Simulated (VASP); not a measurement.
# BN (F-43m) in VASP: vibrations by perturbation theory with PBEsol

Aim: the vibrations by perturbation theory of BN with PBEsol.

Program: VASP 6.6.1. These are calculated values, not measurements. Logs are shortened: lines on timing, memory, paths and dates and some standing lists are left out, and cuts for length are marked.

## 1. The cell of the first run

The structure is cubic, space group F-43m (No. 216). The conventional cell has a = 3.480 Å, b = 3.480 Å, c = 3.480 Å, α = 90.00°, β = 90.00°, γ = 90.00°. Within 2.0 Å of B (site symmetry -43m) lie 4 N at 1.51 Å. Within 2.0 Å of N (site symmetry -43m) lie 4 B at 1.51 Å.

## 2. Vibrations by perturbation theory, PBEsol

File INCAR:

```
SYSTEM = BN
PREC     = Accurate       ! precision mode
ENCUT    = 520            ! plane-wave cutoff, eV
EDIFF    = 1E-8           ! SCF threshold, eV
ISMEAR   = 0              ! smearing method
SIGMA    = 0.01           ! smearing width, eV
LREAL    = .FALSE.        ! projectors in reciprocal space
LASPH    = .TRUE.         ! aspherical terms in the spheres
NELM     = 60             ! most SCF steps
ALGO     = Normal         ! electronic algorithm
ISIF     = 2              ! what is computed and relaxed
LWAVE    = .FALSE.        ! write WAVECAR
LCHARG   = .FALSE.        ! write CHGCAR
GGA      = PS             ! functional
NBANDS   = 11             ! bands
IBRION   = 8              ! ionic algorithm
NSW      = 1              ! ionic steps
LEPSILON = .TRUE.         ! dielectric tensor by DFPT
```

File KPOINTS:

```
Automatic mesh
0
G
  14 14 14
  0 0 0
```

File POSCAR:

```
BN
1.0
    2.4504874022      0.0016095216     -0.2210686846
   -1.2166725216      2.1271138755      0.2210361909
   -1.0477751289     -0.8145977855      2.0718011945
B N
1 1
Direct
    1.0740745000      1.0329420000      0.1184025000
    0.5740745000      0.2829420000      0.8684025000
```

Potentials or basis: VASP PAW PBE potentials, release 64 (B, N).

Run with:

```sh
cat potpaw_PBE.64/B/POTCAR potpaw_PBE.64/N/POTCAR > POTCAR
mpirun -np 1 vasp_std > vasp.out
```

OUTCAR:

```text
SYSTEM = BN
   PREC = Accurate
   ENCUT = 520
   EDIFF = 1E-8
   ISMEAR = 0
   LREAL = .FALSE.
   LASPH = .TRUE.
   NELM = 60
   ISIF = 2
   GGA = PS
   IBRION = 8
   NSW = 1
   LEPSILON = .TRUE.

 ion  position               nearest neighbor table
   1  0.074  0.033  0.118-   2 1.51   2 1.51   2 1.51   2 1.51
   2  0.574  0.283  0.868-   1 1.51   1 1.51   1 1.51   1 1.51

  LATTYP: Found a face centered cubic cell.
 ALAT       =     3.4795868899

  Lattice vectors:

 A1 = (  -2.4504874022,  -0.0016095216,   0.2210686846)
 A2 = (  -1.2338148806,  -2.1287233971,   0.0000324937)
 A3 = (  -1.0477751289,  -0.8145977855,   2.0718011945)

Analysis of symmetry for initial positions (statically):
=====================================================================
 Subroutine PRICEL returns:
 Original cell was already a primitive cell.

 Routine SETGRP: Setting up the symmetry group for a
 face centered cubic supercell.

 Subroutine GETGRP returns: Found 24 space group operations
 (whereof  1 operations were pure point group operations)
 out of a pool of 48 trial point group operations.

The static configuration has the point symmetry C_1 .
 The point group associated with its full space group is T_d .

Analysis of symmetry for dynamics (positions and initial velocities):
=====================================================================
 Subroutine PRICEL returns:
 Original cell was already a primitive cell.

 Routine SETGRP: Setting up the symmetry group for a
 face centered cubic supercell.

 Subroutine GETGRP returns: Found 24 space group operations
 (whereof  1 operations were pure point group operations)
 out of a pool of 48 trial point group operations.

The dynamic configuration has the point symmetry C_1 .
 The point group associated with its full space group is T_d .

 Subroutine INISYM returns: Found 24 space group operations
 (whereof  1 operations are pure point group operations),
 and found     1 'primitive' translations

----------------------------------------------------------------------------------------

                                     Primitive cell

  volume of cell :      10.5323

  direct lattice vectors                    reciprocal lattice vectors
     2.450487402  0.001609522 -0.221068685     0.435518765  0.217341718  0.305710709
    -1.216672522  2.127113876  0.221036191     0.016781474  0.460041414  0.189367556
    -1.047775129 -0.814597785  2.071801194     0.044681048 -0.025889721  0.495089000

  length of vectors
     2.460439486  2.460439486  2.460439486     0.574780876  0.497774840  0.497774840

  position of ions in fractional coordinates (direct lattice)
     0.074074500  0.032942000  0.118402500
     0.574074500  0.282942000  0.868402500

  ion indices of the primitive-cell ions
   primitive index   ion index
                 1           1
                 2           2

----------------------------------------------------------------------------------------

 KPOINTS: Automatic mesh

Automatic generation of k-mesh.
 Grid dimensions read from file:
 generate k-points for:   14   14   14

 Generating k-lattice:

[... 485 lines left out ...]
 Free energy of the ion-electron system (eV)
  ---------------------------------------------------
  ---------------------------------------------------
  free energy    TOTEN  =        -0.10973602 eV

  energy without entropy =       -0.10973602

------------------------ aborting loop because EDIFF is reached ----------------------------------------

--------------------------------------- Ionic step        2  -------------------------------------------

------------------------ aborting loop because EDIFF is reached ----------------------------------------

--------------------------------------- Ionic step        3  -------------------------------------------

------------------------ aborting loop because EDIFF is reached ----------------------------------------

 PIEZOELECTRIC TENSOR FIELD DIRECTION 3  (e Angst)
 -----------------------------------------------------------------------------
     0.34499  0.05855 -0.13333           (  0.00151  0.00026 -0.00058)
     0.05855  0.41249  0.07734           (  0.00026  0.00180  0.00034)
    -0.13333  0.07734 -0.75740           ( -0.00058  0.00034 -0.00331)

 PIEZOELECTRIC TENSOR FIELD DIRECTION 3  (C/m^2)
 -----------------------------------------------------------------------------
     0.52479  0.08906 -0.20282
     0.08906  0.62748  0.11765
    -0.20282  0.11765 -1.15216

--------------------------------------- Ionic step        4  -------------------------------------------

------------------------ aborting loop because EDIFF is reached ----------------------------------------

[... ionic steps 5 to 6 ...]

--------------------------------------- Ionic step        7  -------------------------------------------

 Free energy of the ion-electron system (eV)
  ---------------------------------------------------
  ---------------------------------------------------
  free energy    TOTEN  =        -0.23192718 eV

  energy without entropy =       -0.23192718

------------------------ aborting loop because EDIFF is reached ----------------------------------------

 INTERNAL STRAIN TENSOR  FOR ION    2  DIRECTION 1   (eV/Angst):
 -----------------------------------------------------------------------------
     1.22604 -7.08532  4.31100
    -7.08791  0.44433  0.73975
     4.31291  0.73047 -1.67120

 MACROSCOPIC STATIC DIELECTRIC TENSOR (including local field effects in DFT)
 ------------------------------------------------------
           4.540740     0.000000    -0.000000
           0.000000     4.540740    -0.000000
          -0.000000    -0.000000     4.540740
 ------------------------------------------------------

 PIEZOELECTRIC TENSOR (including local field effects)  for field in x, y, z        (e  Angst)
          XX          YY          ZZ          XY          YZ          ZX
  --------------------------------------------------------------------------------
  x     0.09722     0.03611    -0.13333    -0.56706     0.05857     0.34505
  y    -0.56706     0.48980     0.07725     0.03611     0.41215     0.05857
  z     0.34505     0.41215    -0.75720     0.05857     0.07725    -0.13333

 PIEZOELECTRIC TENSOR (including local field effects)  for field in x, y, z        (C/m^2)
          XX          YY          ZZ          XY          YZ          ZX
  --------------------------------------------------------------------------------
  x     0.14790     0.05493    -0.20282    -0.86261     0.08909     0.52490
  y    -0.86261     0.74509     0.11752     0.05493     0.62696     0.08909
  z     0.52490     0.62696    -1.15186     0.08909     0.11752    -0.20282

 BORN EFFECTIVE CHARGES (including local field effects) (in |e|, cummulative output)
 ---------------------------------------------------------------------------------
 ion    1
    1     1.84693     0.00000    -0.00000
    2     0.00000     1.84693    -0.00000
    3    -0.00000    -0.00000     1.84693
 ion    2
    1    -1.84693    -0.00000     0.00000
    2    -0.00000    -1.84693     0.00000
    3     0.00000     0.00000    -1.84693

 INTERNAL STRAIN TENSOR FOR ION    2 for displacements in x,y,z  (eV/Angst):
          X           Y           Z          XY          YZ          ZX
  --------------------------------------------------------------------------------
  x     1.21575     0.45152    -1.66727    -7.09094     0.73238     4.31482
  y    -7.09094     6.12490     0.96604     0.45152     5.15379     0.73238
  z     4.31482     5.15379    -9.46862     0.73238     0.96604    -1.66727

 SECOND DERIVATIVES (NOT SYMMETRIZED)
 ------------------------------------
               1X          1Y          1Z          2X          2Y          2Z
  1X   -31.882132   -0.000000    0.000000   31.882132    0.000000   -0.000000
  1Y    -0.000000  -31.882132    0.000000    0.000000   31.882132   -0.000000
  1Z     0.000000    0.000000  -31.882132   -0.000000   -0.000000   31.882132
  2X    31.892258    0.000000   -0.000000  -31.892258   -0.000000    0.000000
  2Y     0.000000   31.892258   -0.000000   -0.000000  -31.892258    0.000000
  2Z    -0.000000   -0.000000   31.892258    0.000000    0.000000  -31.892258

 Eigenvectors and eigenvalues of the dynamical matrix
 ----------------------------------------------------

   1 f  =   35.741509 THz   224.570522 2PiTHz 1192.208399 cm-1   147.814936 meV
             X         Y         Z           dx          dy          dz
      0.017380 -0.026260  0.236212    -0.431696   -0.272070    0.551201
      0.152624 -0.104625  1.734788     0.379403    0.239113   -0.484431
[... 21 lines left out ...]
   6 f/i=    0.002814 THz     0.017681 2PiTHz    0.093866 cm-1     0.011638 meV
             X         Y         Z           dx          dy          dz
      0.017380 -0.026260  0.236212     0.064456   -0.276864   -0.595807
      0.152624 -0.104625  1.734788     0.073339   -0.315024   -0.677928

--------------------------------------------------------------------------------------------------------

 MACROSCOPIC STATIC DIELECTRIC TENSOR IONIC CONTRIBUTION
 ------------------------------------------------------
           1.837927     0.000000    -0.000000
           0.000000     1.837927    -0.000000
          -0.000000    -0.000000     1.837927
 ------------------------------------------------------

 ELASTIC MODULI CONTR FROM IONIC RELAXATION (kBar)
 Direction    XX          YY          ZZ          XY          YZ          ZX
 --------------------------------------------------------------------------------
 XX        -328.8207     96.4574    232.3633     40.4730    147.1134     33.3671
 YY          96.4574   -300.3324    203.8750    -15.5977   -172.2940     10.0862
 ZZ         232.3633    203.8750   -436.2384    -24.8752     25.1805    -43.4533
 XY          40.4730    -15.5977    -24.8752   -238.3868     10.0862    147.1134
 YZ         147.1134   -172.2940     25.1805     10.0862   -130.9691    -24.8752
 ZX          33.3671     10.0862    -43.4533    147.1134    -24.8752   -102.4808
 --------------------------------------------------------------------------------

 PIEZOELECTRIC TENSOR IONIC CONTR  for field in x, y, z        (C/m^2)
          XX          YY          ZZ          XY          YZ          ZX
  --------------------------------------------------------------------------------
  x    -0.10601    -0.03937     0.14538     0.61831    -0.06386    -0.37624
  y     0.61831    -0.53407    -0.08424    -0.03937    -0.44939    -0.06386
  z    -0.37624    -0.44939     0.82563    -0.06386    -0.08424     0.14538
```

It took 19 min on 1 thread of Intel Xeon 8259CL, shared host; peak memory 0.42 GiB.

Results:

```yaml
Electronic_dielectric_tensor_diagonal: 4.54
Born_charges_mean_of_the_diagonal: B +1.85; N -1.85 e
Highest_phonon_frequency_at_Γ_LO-TO_splitting_left_out: 1192 cm⁻¹
```

Phonon frequencies in cm⁻¹ (negative: imaginary):
```csv
q point,frequencies
"(0.000, 0.000, 0.000)",0 0 0 1192 1192 1192
```

Electronic dielectric tensor:
```
4.54 0.00 0.00
0.00 4.54 0.00
0.00 0.00 4.54
```

Born effective charge tensors (e):
atom 1, B
```
1.85 0.00 0.00
0.00 1.85 0.00
0.00 0.00 1.85
```
atom 2, N
```
-1.85  0.00  0.00
 0.00 -1.85  0.00
 0.00  0.00 -1.85
```

Caveat: the cell stands under pressure or tension, which shifts response properties.
